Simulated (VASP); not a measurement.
A run of VASP 6.6.1:

Contents of INCAR:

```
SYSTEM = TePb
  ALGO = Normal
  EDIFF = 1E-6
  ENCUT = 520
  GGA = PS
  ISIF = 2
  ISMEAR = -1
  LASPH = .True.
  LCHARG = .False.
  LREAL = .False.
  LWAVE = .False.
  NBANDS = 17
  NELM = 100
  PREC = Accurate
  SIGMA = 0.05
```

Contents of KPOINTS:

```
k-points
0
Gamma
  7 7 7
  0 0 0
```

POSCAR

```
TePb
1.0
    0.0000000000      3.1650427173      3.1650427173
    3.1650427173      0.0000000000      3.1650427173
    3.1650427173      3.1650427173      0.0000000000
Pb Te
1 1
Direct
    0.0000000000      0.0000000000      0.0000000000
    0.5000000000      0.5000000000      0.5000000000
```

Potentials or basis: VASP PAW PBE potentials, release 64 (Pb_d, Te).

The run is started by

```bash
$ cat potpaw_PBE.64/Pb_d/POTCAR potpaw_PBE.64/Te/POTCAR > POTCAR
$ mpirun -np 1 vasp_std > vasp.out
```

Hardware: 1 thread of AMD EPYC 9R14 (Zen 4), on a shared host.

Problem. How long does it take, and how much memory?

Solution. It took 17 s on 1 thread of AMD EPYC 9R14 (Zen 4) (shared host), peak memory 0.18 GiB. Counts: scf iterations 12, k points 20.
